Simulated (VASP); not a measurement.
# I (Fmmm) in VASP: a series of runs, part 2 of 2

VASP 6.6.1. Earlier steps stand in the parts before.

## (5) Single point, r2SCAN

This run uses another cell than the first one, of 36.06 Å³/atom.

Input file POSCAR:

```
I
1.0
    0.0000000000      2.3085615773      3.5664705999
    2.1899911438      0.0000000000      3.5664705999
    2.1899911438      2.3085615773      0.0000000000
I
1
Direct
    0.0000000000      0.0000000000      0.0000000000
```

Input file INCAR.step1:

```
ALGO = Normal
EDIFF = 1E-4
ENCUT = 520
GGA = PE
ISMEAR = -1
LASPH = True
LCHARG = False
LREAL = False
LWAVE = True
NBANDS = 10
NELM = 100
PREC = Accurate
SIGMA = 0.05
```

Input file INCAR.step2:

```
ALGO = Normal
EDIFF = 1E-7
ENCUT = 520
ISIF = 2
ISMEAR = -1
ISTART = 1
LASPH = True
LCHARG = False
LMIXTAU = True
LREAL = False
LWAVE = False
METAGGA = R2SCAN
NBANDS = 10
NELM = 100
PREC = Accurate
SIGMA = 0.05
```

Input file KPOINTS:

```
k-points
0
Gamma
  9 9 9
```

Run with:

```console
$ cat potpaw_PBE.64/I/POTCAR > POTCAR
$ cp INCAR.step1 INCAR
$ mpirun -np 1 vasp_std > vasp.out
$ cp INCAR.step2 INCAR
$ mpirun -np 1 vasp_std > vasp.out
```

Wall time 3.1 min (1 thread of Oxide Virtual Turin-like, shared host); peak memory 0.16 GiB.

It converged, with:

```
Free energy            : -24.3779 eV
Pressure               : 1.9 GPa
Band gap on the k mesh : zero (an odd number of electrons rules out a gap without spin polarisation)
```

Levels at points of the mesh, in eV from the Fermi level:
```tsv
k point	band 2	band 3	band 4	band 5	band 6	band 7
(0.00, 0.00, 0.00)	-1.71	0.96	1.18	5.53	7.89	9.24
```

Caveat: the PAW data sets were made with another functional, which shifts forces and pressure a little; spin-orbit coupling is left out, which moves the levels of the heavy elements; an odd number of electrons without spin polarisation forces a metal; a magnetic or distorted state may lie lower.

## (6) Relaxation of cell and atoms, r2SCAN

Input file POSCAR:

```
I
1.0
    0.0000000000      2.3656004428      3.9098401324
    2.1922454667      0.0000000000      3.9098401324
    2.1922454667      2.3656004428      0.0000000000
I
1
Direct
    0.0000000000      0.0000000000      0.0000000000
```

Input file INCAR.step1:

```
SYSTEM = I
PREC = Accurate
ENCUT = 600
ISMEAR = -1
SIGMA = 0.05
LREAL = .FALSE.
LASPH = .TRUE.
NELM = 80
GGA = PE
ALGO = Normal
EDIFF = 1E-4
LWAVE = .TRUE.
LCHARG = .FALSE.
```

Input file INCAR.step2:

```
SYSTEM = I
PREC = Accurate
ENCUT = 600
EDIFF = 1E-6
ISMEAR = -1
SIGMA = 0.05
LREAL = .FALSE.
LASPH = .TRUE.
NELM = 80
ALGO = Normal
ISIF = 3
LWAVE = .FALSE.
LCHARG = .FALSE.
METAGGA = R2SCAN
LMIXTAU = .TRUE.
IBRION = 2
NSW = 60
EDIFFG = -0.01
ISTART = 1
```

Input file KPOINTS:

```
Automatic mesh
0
G
  9 9 9
  0 0 0
```

Potentials or basis: VASP PAW PBE potentials, release 64 (I).

Run with:

```console
$ cat potpaw_PBE.64/I/POTCAR > POTCAR
$ cp INCAR.step1 INCAR
$ mpirun -np 1 vasp_std > vasp.out
$ cp INCAR.step2 INCAR
$ mpirun -np 1 vasp_std > vasp.out
```

OUTCAR:

```text
SYSTEM = I
   PREC = Accurate
   ENCUT = 600
   EDIFF = 1E-6
   ISMEAR = -1
   LREAL = .FALSE.
   LASPH = .TRUE.
   NELM = 80
   ISIF = 3
   METAGGA = R2SCAN
   IBRION = 2
   NSW = 60
   EDIFFG = -0.01
   ISTART = 1

 ion  position               nearest neighbor table
   1  0.000  0.000  0.000-

  LATTYP: Found a face centered orthorhombic cell.
 ALAT       =     4.3844909334
 B/A-ratio  =     1.0790764441
 C/A-ratio  =     1.7834864717

  Lattice vectors:

 A1 = (   0.0000000000,   2.3656004428,   3.9098401324)
 A2 = (   2.1922454667,   0.0000000000,   3.9098401324)
 A3 = (   2.1922454667,   2.3656004428,   0.0000000000)

Analysis of symmetry for initial positions (statically):
=====================================================================
 Subroutine PRICEL returns:
 Original cell was already a primitive cell.

 Routine SETGRP: Setting up the symmetry group for a
 face centered orthorhombic supercell.

 Subroutine GETGRP returns: Found  8 space group operations
[... 171 lines left out ...]
  -------------------------------------------------------------------------------------
  Total       -0.0209814     -0.0129972      0.0057991      0.0000000      0.0000000      0.0000000
  in kB       -0.8289458     -0.5135009      0.2291125      0.0000000      0.0000000      0.0000000
  external PRESSURE =      -0.3711114 kB  Pullay stress =       0.0000000 kB
[... 92 lines left out ...]
--------------------------------------- Ionic step        4  -------------------------------------------

 number of electron       6.9999999 magnetization

 Free energy of the ion-electron system (eV)
  ---------------------------------------------------
  ext. energy  EPLUGINS =         0.00000000
  ---------------------------------------------------
  free energy    TOTEN  =       -24.40256378 eV

  energy without entropy =      -24.39804894  energy(sigma->0) =      -24.40030636

 E-fermi :   3.3359     XC(G=0):  -8.6786

 val. band max:        3.3234782012   @ k =  -0.2222   0.0000   0.1111
 cond. band min:       3.3358877621   @ k =   0.4444   0.3333   0.1111
 fundamental gap:      0.0124095609
 Fermi energy:         3.3358601337

 k-point     1 :       0.0000    0.0000    0.0000
  band No.  band energies     occupation
      1     -11.1368      2.00000
      2       1.1959      2.00000
      3       4.1180      0.00000
      4       4.4302      0.00000
      5       8.2976      0.00000
      6      11.1982      0.00000
      7      12.2286      0.00000
[... 221 lines left out ...]
 k-point    24 :       0.4444    0.4444    0.0000
  band No.  band energies     occupation
      1     -10.8829      2.00000
      2      -0.9131      2.00000
      3       3.8905      0.00003
      4       4.2236      0.00000
      5      10.6845      0.00000
      6      11.2621      0.00000
      7      14.4002      0.00000

 [... further k-points ...]

------------------------ aborting loop because EDIFF is reached ----------------------------------------

  FORCE on cell =-STRESS in cart. coord.  units (eV):
  Direction    XX          YY          ZZ          XY          YZ          ZX
  --------------------------------------------------------------------------------------
  -------------------------------------------------------------------------------------
  Total       -0.0066350      0.0052986      0.0030370      0.0000000      0.0000000      0.0000000
  in kB       -0.2624097      0.2095571      0.1201107      0.0000000      0.0000000      0.0000000
  external PRESSURE =       0.0224194 kB  Pullay stress =       0.0000000 kB
[... 16 lines left out ...]
  FREE ENERGIE OF THE ION-ELECTRON SYSTEM (eV)
  ---------------------------------------------------
  free  energy   TOTEN  =       -24.4025637815 eV

  energy  without entropy=      -24.3980489372  energy(sigma->0) =      -24.40030636

 reached required accuracy - stopping structural energy minimisation
```

OSZICAR.step1:

```text
N       E                     dE             d eps       ncg     rms          rms(c)
DAV:   1     0.245544865076E+02    0.24554E+02   -0.26872E+03  1750   0.793E+02
DAV:   2    -0.555496379292E+00   -0.25110E+02   -0.24182E+02  2345   0.102E+02
DAV:   3    -0.141504277435E+01   -0.85955E+00   -0.84521E+00  2191   0.224E+01
DAV:   4    -0.142108548813E+01   -0.60427E-02   -0.60425E-02  2674   0.236E+00
DAV:   5    -0.142112772223E+01   -0.42234E-04   -0.42234E-04  2401   0.135E-01    0.481E+00
DAV:   6    -0.139986904278E+01    0.21259E-01   -0.20325E-02  2184   0.892E-01    0.299E+00
DAV:   7    -0.139178642511E+01    0.80826E-02   -0.41147E-02  2163   0.130E+00    0.130E-01
DAV:   8    -0.139166362577E+01    0.12280E-03   -0.16347E-03  1960   0.319E-01    0.320E-02
DAV:   9    -0.139166825117E+01   -0.46254E-05   -0.18194E-05  1659   0.448E-02
   1 F= -.13916683E+01 E0= -.13891018E+01  d E =-.513296E-02
```

Wall time 7.9 min (1 thread of Oxide Virtual Turin-like, shared host); peak memory 0.2 GiB.

What came out:

```yaml
Free_energy: -24.4026 eV
Relaxed_volume: 40.51 Å³/atom
Relaxed_cell: a = 4.570 Å, b = 4.482 Å, c = 3.223 Å, α = 70.60°, β = 67.69°, γ = 41.70°
Space_group_after_relaxing_to_0.1_Å: Fmmm (No. 69)
Energy_gained_by_relaxing: 0.0 meV/atom
Ionic_steps: 4
Pressure_after_relaxing: 0.0 GPa
Band_gap_on_the_k_mesh: zero (an odd number of electrons rules out a gap without spin polarisation)
```

Final structure:
```cif
data_structure
_symmetry_space_group_name_H-M 'P 1'
_symmetry_Int_Tables_number 1
_cell_length_a 4.5699
_cell_length_b 4.4824
_cell_length_c 3.2232
_cell_angle_alpha 70.602
_cell_angle_beta 67.694
_cell_angle_gamma 41.704
_cell_volume 40.51
loop_
_atom_site_label
_atom_site_type_symbol
_atom_site_fract_x
_atom_site_fract_y
_atom_site_fract_z
_atom_site_occupancy
I1 I 0.00000 0.00000 0.00000 1
```

Caveat: the PAW data sets were made with another functional, which shifts forces and pressure a little; spin-orbit coupling is left out, which moves the levels of the heavy elements; an odd number of electrons without spin polarisation forces a metal; a magnetic or distorted state may lie lower.

## (7) The runs side by side

| task | level | cell | k mesh | cutoff (eV) | grid for exact exchange (PRECFOCK) | share of exact exchange | gap on the mesh (eV) | pressure (GPa) | relaxed volume (Å³/atom) |
| --- | --- | --- | --- | --- | --- | --- | --- | --- | --- |
| single point | PBE0 | a = 4.570, b = 4.482, c = 3.225 Å, angles 70.6, 67.7, 41.7°, 1 atom | 6 × 6 × 6 | 520 | Normal | 0.25 | none | -0.9 | - |
| relaxation of cell and atoms | RPBE+D4 | relaxed from a = 4.570, b = 4.482, c = 3.225 Å, angles 70.6, 67.7, 41.7°, 1 atom | 9 × 9 × 9 | 600 | - | - | none | 0.0 | 35.14 |
| relaxation of cell and atoms | revPBE+D4 | relaxed from a = 4.570, b = 4.482, c = 3.225 Å, angles 70.6, 67.7, 41.7°, 1 atom | 9 × 9 × 9 | 600 | - | - | none | 0.0 | 36.20 |
| single point | r2SCAN | a = 4.248, b = 4.185, c = 3.182 Å, angles 68.9, 66.8, 44.3°, 1 atom | 9 × 9 × 9 | 520 | - | - | none | 1.9 | - |
| relaxation of cell and atoms | r2SCAN | relaxed from a = 4.570, b = 4.482, c = 3.225 Å, angles 70.6, 67.7, 41.7°, 1 atom | 9 × 9 × 9 | 600 | - | - | none | 0.0 | 40.51 |

Alike in all rows: potentials or basis VASP PAW PBE potentials, release 64 (I); no spin polarisation; smearing fermi-dirac 0.05 eV.

Caveats: the PAW data sets were made with another functional, which shifts forces and pressure a little; spin-orbit coupling is left out, which moves the levels of the heavy elements; an odd number of electrons without spin polarisation forces a metal; a magnetic or distorted state may lie lower.

Absolute energies hang on the potentials; compare differences alone.

The gap in the log of VASP goes by the Fermi energy; the results here count the filled bands.